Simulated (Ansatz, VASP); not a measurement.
Two plane-wave programs on RbCl

```xyz
2
Lattice="0.0000 3.4572 3.4572 3.4572 0.0000 3.4572 3.4572 3.4572 0.0000" Properties=species:S:1:pos:R:3 pbc="T T T"
Rb    0.0000    0.0000    0.0000
Cl    3.4572    3.4572    3.4572
```

Alike in both runs: task single point; functional PBE; k mesh 6 × 6 × 6; occupations gaussian, width 0.02 eV; no spin polarisation.

```csv
,VASP,Ansatz
version,VASP 6.6.1,Ansatz 0.2.0
potentials or method,"VASP PAW PBE potentials, release 64 (Rb_sv, Cl), cutoff 500 eV","scalar-relativistic, plane waves, PAW"
valence electrons in the cell,16,16
```

|  | VASP | Ansatz | Ansatz less VASP |
| --- | --- | --- | --- |
| gap on the k mesh at the Fermi level (eV) | 4.56 | 4.56 | +0.002 |
| least direct gap on the mesh (eV) | 4.56 | 4.56 | +0.002 |
| pressure (GPa) | -1.1 | -1.1 | +0.01 |

With one functional, cell and mesh, what is left measures potentials, basis and numerics.
